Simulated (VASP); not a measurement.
# Ba (Im-3m) in VASP: a series of runs, part 2 of 2

VASP 6.6.1.

## (3) Relaxation of cell and atoms, PBEsol, target pressure 10 GPa, at which the enthalpy is minimised

The input, INCAR:

```
  ALGO = Normal
  EDIFF = 1E-6
  EDIFFG = -0.005
  ENCUT = 600
  GGA = PS
  IBRION = 2
  ISIF = 3
  ISMEAR = -1
  LASPH = T
  LCHARG = F
  LREAL = F
  LWAVE = F
  NELM = 60
  NSW = 80
  PREC = Accurate
  PSTRESS = 100.0
  SIGMA = 0.05
```

The input, KPOINTS:

```
k-points
0
Gamma
  8 8 8
```

The input, POSCAR:

```
Ba
1.0
   -2.5065000000      2.5065000000      2.5065000000
    2.5065000000     -2.5065000000      2.5065000000
    2.5065000000      2.5065000000     -2.5065000000
Ba
1
Direct
    0.0000000000      0.0000000000      0.0000000000
```

Potentials or basis: VASP PAW PBE potentials, release 64 (Ba_sv).

The run is started by

```console
$ cat potpaw_PBE.64/Ba_sv/POTCAR > POTCAR
$ mpirun -np 1 vasp_std > vasp.out
```

OUTCAR:

```text
EDIFF = 1E-6
   EDIFFG = -0.005
   ENCUT = 600
   GGA = PS
   IBRION = 2
   ISIF = 3
   ISMEAR = -1
   LASPH = T
   LREAL = F
   NELM = 60
   NSW = 80
   PREC = Accurate
   PSTRESS = 100.0

 ion  position               nearest neighbor table
   1  0.000  0.000  0.000-

  LATTYP: Found a body centered cubic cell.
 ALAT       =     5.0130000000

  Lattice vectors:

 A1 = (  -2.5065000000,   2.5065000000,   2.5065000000)
 A2 = (   2.5065000000,  -2.5065000000,   2.5065000000)
 A3 = (   2.5065000000,   2.5065000000,  -2.5065000000)

Analysis of symmetry for initial positions (statically):
=====================================================================
 Subroutine PRICEL returns:
 Original cell was already a primitive cell.

 Routine SETGRP: Setting up the symmetry group for a
 body centered cubic supercell.

 Subroutine GETGRP returns: Found 48 space group operations
 (whereof 48 operations were pure point group operations)
 out of a pool of 48 trial point group operations.

The static configuration has the point symmetry O_h .

Analysis of symmetry for dynamics (positions and initial velocities):
=====================================================================
 Subroutine PRICEL returns:
 Original cell was already a primitive cell.

 Routine SETGRP: Setting up the symmetry group for a
 body centered cubic supercell.

 Subroutine GETGRP returns: Found 48 space group operations
 (whereof 48 operations were pure point group operations)
 out of a pool of 48 trial point group operations.

The dynamic configuration has the point symmetry O_h .

 Subroutine INISYM returns: Found 48 space group operations
 (whereof 48 operations are pure point group operations),
 and found     1 'primitive' translations

----------------------------------------------------------------------------------------

                                     Primitive cell

  volume of cell :      62.9888

  direct lattice vectors                    reciprocal lattice vectors
    -2.506500000  2.506500000  2.506500000     0.000000000  0.199481348  0.199481348
     2.506500000 -2.506500000  2.506500000     0.199481348  0.000000000  0.199481348
     2.506500000  2.506500000 -2.506500000     0.199481348  0.199481348  0.000000000

  length of vectors
     4.341385349  4.341385349  4.341385349     0.282109228  0.282109228  0.282109228

  position of ions in fractional coordinates (direct lattice)
     0.000000000  0.000000000  0.000000000

  ion indices of the primitive-cell ions
   primitive index   ion index
                 1           1

----------------------------------------------------------------------------------------

 KPOINTS: k-points

Automatic generation of k-mesh.
 Grid dimensions read from file:
 generate k-points for:    8    8    8

 Generating k-lattice:

  Cartesian coordinates                     Fractional coordinates (reciprocal lattice)
     0.000000000  0.024935169  0.024935169     0.125000000  0.000000000  0.000000000
     0.024935169  0.000000000  0.024935169     0.000000000  0.125000000  0.000000000
     0.024935169  0.024935169  0.000000000     0.000000000  0.000000000  0.125000000

  Length of vectors
     0.035263654  0.035263654  0.035263654

  Shift w.r.t. Gamma in fractional coordinates (k-lattice)
     0.000000000  0.000000000  0.000000000

 Subroutine IBZKPT returns following result:
 ===========================================

 Found     29 irreducible k-points:

 Following reciprocal coordinates:
            Coordinates               Weight
  0.000000  0.000000  0.000000      1.000000
  0.125000  0.000000  0.000000     12.000000
  0.250000  0.000000  0.000000     12.000000
  0.375000  0.000000  0.000000     12.000000
  0.500000  0.000000  0.000000      6.000000
  0.125000  0.125000  0.000000     24.000000
[... 16 lines left out ...]
 -0.250000  0.250000  0.250000      6.000000
 -0.375000  0.375000  0.250000     24.000000
 [... further k-points ...]
   k-points           NKPTS =     29   k-points in BZ     NKDIM =     29   number of bands    NBANDS=      9
   number of dos      NEDOS =    301   number of ions     NIONS =      1
   total plane-waves  NPLWV =  46656
   dimension x,y,z NGX =    36 NGY =   36 NGZ =   36
   dimension x,y,z NGXF=    72 NGYF=   72 NGZF=   72
   ions per type =               1
   NGX,Y,Z   is equivalent  to a cutoff of  13.79, 13.79, 13.79 a.u.
   NGXF,Y,Z  is equivalent  to a cutoff of  27.57, 27.57, 27.57 a.u.
 SYSTEM =  unknown system
   PREC   = accura    normal or accurate (medium, high low for compatibility)
   ISTART =      0    job   : 0-new  1-cont  2-samecut
   ICHARG =      2    charge: 1-file 2-atom 10-const
   ISPIN  =      1    spin polarized calculation?
   LNONCOLLINEAR =      F non collinear calculations
   LSORBIT =      F    spin-orbit coupling
   LASPH  =      T    aspherical Exc in radial PAW
   ENCUT  =  600.0 eV  44.10 Ry    6.64 a.u.   8.67  8.67  8.67*2*pi/ulx,y,z
   NELM   =     60;   NELMIN=  2; NELMDL= -5     # of ELM steps
   EDIFF  = 0.1E-05   stopping-criterion for ELM
   LREAL  =      F    real-space projection
   EDIFFG = -.5E-02   stopping-criterion for IOM
   NSW    =     80    number of steps for IOM
   IBRION =      2    ionic relax: 0-MD 1-quasi-New 2-CG
   NFREE  =      1    steps in history (QN), initial steepest desc. (CG)
   ISIF   =      3    stress and relaxation
   ISYM   =      2    0-nonsym 1-usesym 2-fastsym
   POTIM  = 0.5000    time-step for ionic-motion
   TEBEG  =    0.0;   TEEND  =   0.0 temperature during run
   PSTRESS=  100.0 pullay stress
   NELECT =      10.0000    total number of electrons
   NUPDOWN=      -1.0000    fix difference up-down
   EMIN   =  10.00;   EMAX   =-10.00  energy-range for DOS
   EFERMI =   0.00;   METHOD = LEGACY
   ISMEAR =    -1;   SIGMA  =   0.05  broadening in eV -4-tet -1-fermi 0-gaus
   EFERMI_NEDOS =   21; number of points for ismear=-14 and -15
   IALGO  =     38    algorithm
   IMIX   =      4    mixing-type and parameters
     AMIX     =   0.40;   BMIX     =  1.00
     AMIX_MAG =   1.60;   BMIX_MAG =  1.00
  volume/ion in A,a.u.               =      62.99       425.07
  Fermi-wavevector in a.u.,A,eV,Ry     =   0.886449  1.675146 10.691349  0.785792
  Thomas-Fermi vector in A             =   2.007617
   LORBIT       =      0    0 simple, 1 ext, 2 COOP (PROOUT), +10 PAW based schemes
   GGA     = PS    functional components
   LHFCALC =     F    Hartree Fock is set to
   AEXX    =    0.0000 exact exchange contribution
   IVDW    =     0    specifies the selected vdW correction
   LEPSILON=     F    determine dielectric tensor
   LRPA    =     F    only Hartree local field effects (RPA)
 conjugate gradient relaxation of ions
 non-spin polarized calculation
  energy-cutoff  :      600.00
  volume of cell :       62.99
 maximum number of plane-waves:      2123
   NGX = 17   NGY = 17   NGZ = 17

--------------------------------------- Ionic step        1  -------------------------------------------

 number of electron      10.0000001 magnetization

 Free energy of the ion-electron system (eV)
  ---------------------------------------------------
  ext. energy  EPLUGINS =         0.00000000
  ---------------------------------------------------
  free energy    TOTEN  =        -2.14863480 eV

  energy without entropy =       -2.14059253  energy(sigma->0) =       -2.14461366

 E-fermi :   1.5206     XC(G=0):  -7.5066

 val. band max:        1.4626840678   @ k =  -0.3750   0.5000   0.2500
 cond. band min:       1.6453194087   @ k =   0.2500   0.2500   0.1250
 fundamental gap:      0.1826353409
 Fermi energy:         1.5206085498
[... 691 lines left out ...]
  energy  without entropy=       -1.6183241816  energy(sigma->0) =       -1.62198204

  enthalpy is  TOTEN    =         0.5556682455 eV   P V=        2.1813081417

[... ionic steps 4 to 9 ...]

--------------------------------------- Ionic step       10  -------------------------------------------

 number of electron      10.0000000 magnetization

------------------------ aborting loop because EDIFF is reached ----------------------------------------
[... 69 lines left out ...]
--------------------------------------- Ionic step       12  -------------------------------------------

 number of electron      10.0000000 magnetization

 Free energy of the ion-electron system (eV)
  ---------------------------------------------------
  ext. energy  EPLUGINS =         0.00000000
  ---------------------------------------------------
  free energy    TOTEN  =        -1.66798668 eV

  energy without entropy =       -1.66209851  energy(sigma->0) =       -1.66504259

 E-fermi :   4.1037     XC(G=0):  -9.6242

 val. band max:        4.0238887319   @ k =  -0.2500   0.3750   0.1250
 cond. band min:       4.2049024323   @ k =  -0.2500   0.2500   0.2500
 fundamental gap:      0.1810137004
 Fermi energy:         4.1037000241
[... 320 lines left out ...]
  energy  without entropy=       -1.6620985085  energy(sigma->0) =       -1.66504259

  enthalpy is  TOTEN    =         0.5547287153 eV   P V=        2.2227153967

 reached required accuracy - stopping structural energy minimisation
```

Run time: 85 s. Hardware: 1 thread of Intel Xeon 8259CL, shared host; peak memory 0.23 GiB.

Results:

| Item | Value |
| --- | --- |
| Free energy | -1.6680 eV |
| Relaxed volume | 35.61 Å³/atom |
| Relaxed cell | a = 3.590 Å, b = 3.590 Å, c = 3.590 Å, α = 109.47°, β = 109.47°, γ = 109.47° |
| Space group after relaxing (to 0.1 Å) | Im-3m (No. 229) |
| Energy change on relaxing (the run minimises the enthalpy) | +480.6 meV/atom |
| Ionic steps | 12 |
| Pressure after relaxing | 10.0 GPa |
| Band gap on the k mesh | zero (bands 5 and 6 overlap by 3.29 eV) |

The path:
```tsv
step	energy change (eV)	largest force (eV/Å)	pressure (GPa)	volume (Å³)
1	0.0000	0.0000	-0.66	62.99
2	0.7435	0.0000	13.62	32.00
3	0.5230	0.0000	10.58	34.95
4	0.4804	0.0000	9.88	35.62
5	0.4804	0.0000	9.87	35.62
6	0.4806	0.0000	9.86	35.61
7	0.4806	0.0000	9.88	35.61
8	0.4806	0.0000	9.88	35.61
9	0.4806	0.0000	9.88	35.61
10	0.4806	0.0000	9.91	35.61
11	0.4806	0.0000	9.92	35.61
12	0.4806	0.0000	9.99	35.61
```

Final structure:
```yaml
crystal:
  lattice:
    - [-2.07258, 2.07258, 2.07258]
    - [2.07258, -2.07258, 2.07258]
    - [2.07258, 2.07258, -2.07258]
  atoms:
    - { symbol: Ba, position: [0.00000, 0.00000, 0.00000] }
```

Caveat: the cell is relaxed towards a set pressure, so the run minimises the enthalpy, not the energy; the volume moved by over 15 % at a fixed basis, so the end points are rough; the PAW data sets were made with another functional, which shifts forces and pressure a little; spin-orbit coupling is left out, which moves the levels of the heavy elements.

## (4) Relaxation of cell and atoms, PBEsol, target pressure 20 GPa, at which the enthalpy is minimised

The input, INCAR:

```
SYSTEM = Ba
ALGO = Fast ; EDIFF = 1E-7
EDIFFG = -0.005 ; ENCUT = 600
GGA = PS ; IBRION = 2
ISIF = 3 ; ISMEAR = -1
LASPH = .TRUE. ; LCHARG = .FALSE.
LREAL = .FALSE. ; LWAVE = .FALSE.
NELM = 60 ; NSW = 80
PREC = Accurate ; PSTRESS = 200.0
SIGMA = 0.05
```

The input, KPOINTS:

```
k-points
0
G
  8 8 8
  0 0 0
```

POSCAR is that of step 3.

The run is started by

```console
$ cat potpaw_PBE.64/Ba_sv/POTCAR > POTCAR
$ mpirun -np 1 vasp_std > vasp.out
```

Wall time 3.5 min (1 thread of Intel Xeon 8259CL, shared host); peak memory 0.25 GiB.

Results (log left out):

```yaml
Free_energy: -1.0493 eV
Relaxed_volume: 28.55 Å³/atom
Relaxed_cell: a = 3.335 Å, b = 3.335 Å, c = 3.335 Å, α = 109.47°, β = 109.47°, γ = 109.47°
Space_group_after_relaxing_to_0.1_Å: Im-3m (No. 229)
Energy_change_on_relaxing_the_run_minimises_the_enthalpy: +1099.4 meV/atom
Ionic_steps: 9
Pressure_after_relaxing: 20.0 GPa
Band_gap_on_the_k_mesh: zero (bands 5 and 6 overlap by 4.93 eV)
```

Step by step:
```tsv
step	energy change (eV)	largest force (eV/Å)	pressure (GPa)	volume (Å³)
1	0.0000	0.0000	-0.66	62.99
2	8.6132	0.0000	283.47	14.17
3	0.2910	0.0000	2.55	45.72
4	0.3350	0.0000	7.30	38.35
5	0.9876	0.0000	17.97	29.50
6	1.1094	0.0000	20.14	28.47
7	1.0978	0.0000	19.87	28.57
8	1.1021	0.0000	20.22	28.53
9	1.0994	0.0000	19.97	28.55
```

Final structure:
```yaml
crystal:
  lattice:
    - [-1.92548, 1.92548, 1.92548]
    - [1.92548, -1.92548, 1.92548]
    - [1.92548, 1.92548, -1.92548]
  atoms:
    - { symbol: Ba, position: [0.00000, 0.00000, 0.00000] }
```

Levels at points of the mesh, in eV from the Fermi level:
```csv
k point,band 1,band 2,band 3,band 4,band 5,band 6,band 7,band 8,band 9
"(0.00, 0.00, 0.00)",-29.02,-11.96,-11.96,-11.96,-1.95,2.29,2.29,2.29,5.20
"(0.50, 0.00, 0.00)",-28.15,-15.79,-13.12,-12.09,-2.02,-0.28,5.95,6.03,6.95
"(0.50, 0.50, 0.50)",-27.58,-14.46,-14.46,-14.46,-2.86,-2.86,9.43,9.43,9.43
```

Caveat: the cell is relaxed towards a set pressure, so the run minimises the enthalpy, not the energy; the volume moved by over 15 % at a fixed basis, so the end points are rough; the PAW data sets were made with another functional, which shifts forces and pressure a little; spin-orbit coupling is left out, which moves the levels of the heavy elements.

## (5) Relaxation of cell and atoms, PBEsol, target pressure 30 GPa, at which the enthalpy is minimised

The input, INCAR:

```
ALGO = Normal
EDIFF = 1E-6
EDIFFG = -0.005
ENCUT = 600
GGA = PS
IBRION = 2
ISIF = 3
ISMEAR = -1
LASPH = T
LCHARG = F
LREAL = F
LWAVE = F
NELM = 80
NSW = 80
PREC = Accurate
PSTRESS = 300.0
SIGMA = 0.05
```

The input, KPOINTS:

```
k-points
0
Gamma
  8 8 8
```

POSCAR is that of step 4.

The run is started by

```console
$ cat potpaw_PBE.64/Ba_sv/POTCAR > POTCAR
$ mpirun -np 1 vasp_std > vasp.out
```

Wall time 3.6 min (1 thread of Intel Xeon 8259CL, shared host); peak memory 0.35 GiB.

The run converged. Its results:

| Quantity | Value |
| --- | --- |
| Free energy | -0.4887 eV |
| Relaxed volume | 24.88 Å³/atom |
| Relaxed cell | a = 3.185 Å, b = 3.185 Å, c = 3.185 Å, α = 109.47°, β = 109.47°, γ = 109.47° |
| Space group after relaxing (to 0.1 Å) | Im-3m (No. 229) |
| Energy change on relaxing (the run minimises the enthalpy) | +1660.0 meV/atom |
| Ionic steps | 22 |
| Pressure after relaxing | 30.0 GPa |
| Band gap on the k mesh | zero (bands 5 and 6 overlap by 6.32 eV) |

The path:
```tsv
step	energy change (eV)	largest force (eV/Å)	pressure (GPa)	volume (Å³)
1	0.0000	0.0000	-0.66	62.99
2	145.1254	0.0000	10862.90	4.62
3	-0.0098	0.0000	-0.10	58.99
4	-0.0056	0.0000	0.50	55.59
5	1.6312	0.0000	29.23	25.03
6	1.7335	0.0000	31.94	24.50
7	1.5582	0.0000	27.55	25.45
8	1.6612	0.0000	29.90	24.87
9	1.6647	0.0000	30.07	24.85
10	1.6633	0.0000	30.05	24.86
11	1.6631	0.0000	30.05	24.86
12	1.6628	0.0000	30.06	24.86
13	1.6628	0.0000	30.04	24.86
14	1.6628	0.0000	30.03	24.86
15	1.6628	0.0000	30.03	24.86
16	1.6627	0.0000	30.03	24.86
17	1.6627	0.0000	30.04	24.86
18	1.6626	0.0000	30.04	24.86
19	1.6624	0.0000	30.04	24.87
20	1.6621	0.0000	30.04	24.87
21	1.6614	0.0000	30.06	24.87
22	1.6600	0.0000	29.97	24.88
```

Final structure:
```
Ba
1.0
    -1.83903    1.83903    1.83903
     1.83903   -1.83903    1.83903
     1.83903    1.83903   -1.83903
Ba
1
Cartesian
  -1.8390 1.8390 1.8390
```

Levels at points of the mesh, in eV from the Fermi level:
```
           k point  band 2  band 3  band 4  band 5  band 6  band 7  band 8  band 9
(0.00, 0.00, 0.00)  -11.54  -11.54  -11.54   -1.24    2.29    2.29    2.29    5.54
(0.50, 0.00, 0.00)  -16.64  -13.10  -11.75   -2.33   -0.65    6.61    7.46    8.55
(0.50, 0.50, 0.50)  -14.87  -14.87  -14.87   -3.60   -3.60   10.57   11.64   11.64
```

Caveat: the cell is relaxed towards a set pressure, so the run minimises the enthalpy, not the energy; the volume moved by over 15 % at a fixed basis, so the end points are rough; the PAW data sets were made with another functional, which shifts forces and pressure a little; spin-orbit coupling is left out, which moves the levels of the heavy elements.

## (6) Summary

| cell | gap on the mesh (eV) | pressure (GPa) |
| --- | --- | --- |
| relaxed to 5 GPa | none | 5.0 |
| relaxed to 10 GPa | none | 10.0 |
| relaxed to 20 GPa | none | 20.0 |
| relaxed to 30 GPa | none | 30.0 |

Alike in all rows: task relaxation of cell and atoms; level PBEsol; potentials or basis VASP PAW PBE potentials, release 64 (Ba_sv); no spin polarisation; k mesh 8 × 8 × 8; cutoff (eV) 600; smearing fermi-dirac 0.05 eV.

Caveats: the cell is relaxed towards a set pressure, so the run minimises the enthalpy, not the energy; the volume moved by over 15 % at a fixed basis, so the end points are rough; the PAW data sets were made with another functional, which shifts forces and pressure a little; spin-orbit coupling is left out, which moves the levels of the heavy elements.

Absolute energies hang on the potentials; compare differences alone.

The gap in the log of VASP goes by the Fermi energy; the results here count the filled bands.